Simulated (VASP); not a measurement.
HfC:

```
Hf C
1.0
     0.00000    2.32500    2.32500
     2.32500    0.00000    2.32500
     2.32500    2.32500    0.00000
Hf C
1 1
Direct
  0.50000 0.50000 0.50000
  0.00000 0.00000 0.00000
```

- Program: VASP 6.6.1
- Task: relaxation of cell and atoms
- Functional: PBEsol
- Potentials or basis: VASP PAW PBE potentials, release 64 (Hf_pv, C)
- Cutoff: 600 eV
- k mesh: 12 × 12 × 12
- Occupations: gaussian, width 0.1 eV
- Spin: no spin polarisation

At the start: pressure -7.0 GPa; volume 12.57 Å³/atom.

Q: Where does the relaxation end?

A: Over 4 steps the energy falls by 8.2 meV/atom and the volume is 12.20 Å³/atom (-2.9 %); space group Fm-3m (No. 225, to 0.1 Å) before and after.

The path:
```
step  energy change (eV)  largest force (eV/Å)  pressure (GPa)  volume (Å³)
   1              0.0000                0.0000           -7.04        25.14
   2              0.0374                0.0000           14.62        23.18
   3             -0.0163                0.0000           -0.18        24.42
   4             -0.0163                0.0000            0.05        24.41
```

Final structure:
```
Hf C
1.0
     0.00000    2.30227    2.30227
     2.30227    0.00000    2.30227
     2.30227    2.30227    0.00000
Hf C
1 1
Cartesian
  2.3023 2.3023 2.3023
  0.0000 2.3023 2.3023
```

Caveat: the PAW data sets were made with another functional, which shifts forces and pressure a little.
